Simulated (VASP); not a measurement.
**SnTe3: single point with PBE**

Crystal: SnTe3.

```
Sn Te
1.0
     6.82086    0.00000    0.00000
    -3.41043    5.90704    0.00000
     0.00000    0.00000    5.87389
Sn Te
2 6
Direct
  0.66667 0.33333 0.25000
  0.33333 0.66667 0.75000
  0.35147 0.17573 0.75000
  0.82427 0.17573 0.75000
  0.82427 0.64853 0.75000
  0.64853 0.82427 0.25000
  0.17573 0.82427 0.25000
  0.17573 0.35147 0.25000
```

The cell was generated, and may not be a known phase.

- Program: VASP 6.6.1
- Task: single point
- Functional: PBE
- Potentials or basis: VASP PAW PBE potentials, release 64 (Sn_d, Te)
- Cutoff: 520 eV
- k mesh: 6 × 6 × 6
- Occupations: gaussian, width 0.1 eV
- Spin: no spin polarisation
- Dipole correction: no
- Further INCAR settings: ALGO = Normal; EDIFF = 1e-07; NBANDS = 42

```
Pressure               : -0.1 GPa
Band gap on the k mesh : zero (bands 32 and 33 overlap by 2.02 eV)
```

Levels at points of the mesh, in eV from the Fermi level:
```tsv
k point	band 28	band 29	band 30	band 31	band 32	band 33	band 34	band 35	band 36	band 37
(0.00, 0.00, 0.00)	-2.02	-0.90	-0.90	-0.43	0.44	0.44	1.02	1.55	1.75	1.75
(0.50, 0.00, 0.00)	-1.93	-1.45	-1.13	-0.98	-0.14	-0.13	0.69	0.75	0.90	0.96
(0.00, 0.00, 0.50)	-0.14	-0.14	-0.14	0.39	0.39	1.19	1.19	1.19	1.19	1.96
(0.50, 0.00, 0.50)	-1.64	-1.54	-1.54	-0.64	-0.64	0.56	0.56	0.77	0.77	1.28
```

It took 9.4 min on 1 thread of Intel Xeon 8259CL (shared host), peak memory 0.5 GiB.

Caveat: spin-orbit coupling is left out, which moves the levels of the heavy elements.
